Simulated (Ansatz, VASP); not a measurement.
CuI in VASP and in Ansatz

```
CELL_PARAMETERS angstrom
0.00000 3.14016 3.14016
3.14016 0.00000 3.14016
3.14016 3.14016 0.00000
ATOMIC_POSITIONS crystal
Cu 0.75000 0.75000 0.75000
I 0.00000 0.00000 0.00000
```

Change from the starting cell: equal engineering shear yz, xz and xy +0.0000, equal normal strain along x, y and z +0.0333.

Alike in both runs: task single point; functional PBE; k mesh 8 × 8 × 8; occupations gaussian, width 0.05 eV; no spin polarisation.

|  | VASP | Ansatz |
| --- | --- | --- |
| version | VASP 6.6.1 | Ansatz 0.2.0 |
| potentials or method | VASP PAW PBE potentials, release 64 (Cu, I), cutoff 520 eV | scalar-relativistic, plane waves, PAW |
| valence electrons in the cell | 18 | 36 |

```tsv
	VASP	Ansatz	Ansatz less VASP
gap on the k mesh at the Fermi level (eV)	0.89	0.88	-0.016
least direct gap on the mesh (eV)	0.89	0.88	-0.016
pressure (GPa)	-2.9	-2.9	0.00
```

VASP's potentials hold 18 valence electrons a cell and Ansatz's 36, so a difference there can come from the potentials and not from the codes.

Spin-orbit coupling is off throughout.
